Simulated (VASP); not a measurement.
PbS:

```
Pb S
1.0
     2.11266    1.21975    3.45192
    -2.11266    1.21975    3.45192
     0.00000   -2.43949    3.45192
Pb S
1 1
Cartesian
  0.0000 0.0000 10.1545
  0.0000 0.0000 4.9194
```

* Program: VASP 6.6.1
* Task: relaxation of cell and atoms
* Functional: PBEsol
* Dispersion: D3(BJ)
* Potentials or basis: VASP PAW PBE potentials, release 64 (Pb_d, S)
* Cutoff: 500 eV
* k mesh: 4 × 4 × 4
* Occupations: gaussian, width 0.01 eV
* Spin: no spin polarisation

At the start: pressure -4.0 GPa; volume 26.69 Å³/atom.

**Question.** How do energy, volume and symmetry change on relaxing?

**Answer.** Over 12 steps the energy falls by 27.5 meV/atom and the volume is 24.70 Å³/atom (-7.5 %); space group R3m (No. 160, to 0.05 Å).

Step by step:
```tsv
step	energy change (eV)	largest force (eV/Å)	pressure (GPa)	volume (Å³)
1	0.0000	0.0532	-4.02	53.37
2	-0.0503	0.0673	0.73	48.36
3	-0.0523	0.0848	0.13	49.15
4	-0.0524	0.0842	0.04	49.25
5	-0.0524	0.0835	-0.03	49.33
6	-0.0530	0.0745	-0.03	49.33
7	-0.0544	0.0442	0.01	49.30
8	-0.0547	0.0290	0.21	49.24
9	-0.0550	0.0044	0.10	49.27
10	-0.0550	0.0015	0.12	49.26
11	-0.0550	0.0018	-0.18	49.55
12	-0.0551	0.0020	-0.01	49.39
```

Final structure:
```yaml
crystal:
  lattice:
    - [2.06094, 1.18989, 3.35695]
    - [-2.06094, 1.18989, 3.35695]
    - [0.00000, -2.37977, 3.35695]
  atoms:
    - { symbol: Pb, position: [0.98377, 0.98377, 0.98377] }
    - { symbol: S, position: [0.47183, 0.47183, 0.47183] }
```

Caveat: the k points lie up to 0.47 Å⁻¹ apart in the final cell; the PAW data sets were made with another functional, which shifts forces and pressure a little.
